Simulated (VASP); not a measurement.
## Cs: density of states with PBE

Crystal: Cs.

```
Cs
1.0
    -2.35805    2.35805    2.35805
     2.35805   -2.35805    2.35805
     2.35805    2.35805   -2.35805
Cs
1
Direct
  0.00000 0.00000 0.00000
```

This cell differs from its parent crystal: volume scaled by 0.45.

```json
{
  "Program": "VASP 6.6.1",
  "Task": "density of states",
  "Functional": "PBE",
  "Potentials or basis": "VASP PAW PBE potentials, release 64 (Cs_sv)",
  "Cutoff": "520 eV",
  "k mesh": "9 × 9 × 9",
  "Occupations": "fermi-dirac, width 0.05 eV",
  "Spin": "no spin polarisation",
  "Dipole correction": "no",
  "k mesh for the DOS": "14 × 14 × 14",
  "Occupations for the DOS": "tetrahedron",
  "Further INCAR settings": "ALGO = Normal; EDIFF = 1e-06; NBANDS = 10"
}
```

```yaml
Valence_electrons_inside_the_program's_atomic_spheres: Cs 6.57
```

Levels at points of the mesh, in eV from the Fermi level:
| k point | band 1 | band 2 | band 3 | band 4 | band 5 | band 6 | band 7 | band 8 | band 9 | band 10 |
| --- | --- | --- | --- | --- | --- | --- | --- | --- | --- | --- |
| (0.00, 0.00, 0.00) | -23.87 | -10.03 | -10.03 | -10.03 | -2.14 | 2.91 | 2.91 | 2.91 | 4.56 | 4.56 |
| (0.50, 0.00, 0.00) | -23.69 | -11.40 | -10.43 | -10.06 | -0.56 | 1.26 | 2.98 | 4.83 | 5.63 | 6.19 |
| (0.50, 0.50, 0.50) | -23.56 | -10.92 | -10.92 | -10.92 | -0.55 | -0.55 | 6.24 | 6.24 | 6.24 | 7.08 |

Wall time 40 s on 1 thread of Intel(R) Xeon(R) Platinum 8488C (Sapphire Rapids), on a shared host, peak memory 0.19 GiB.

Caveat: spin-orbit coupling is left out, which moves the levels of the heavy elements.
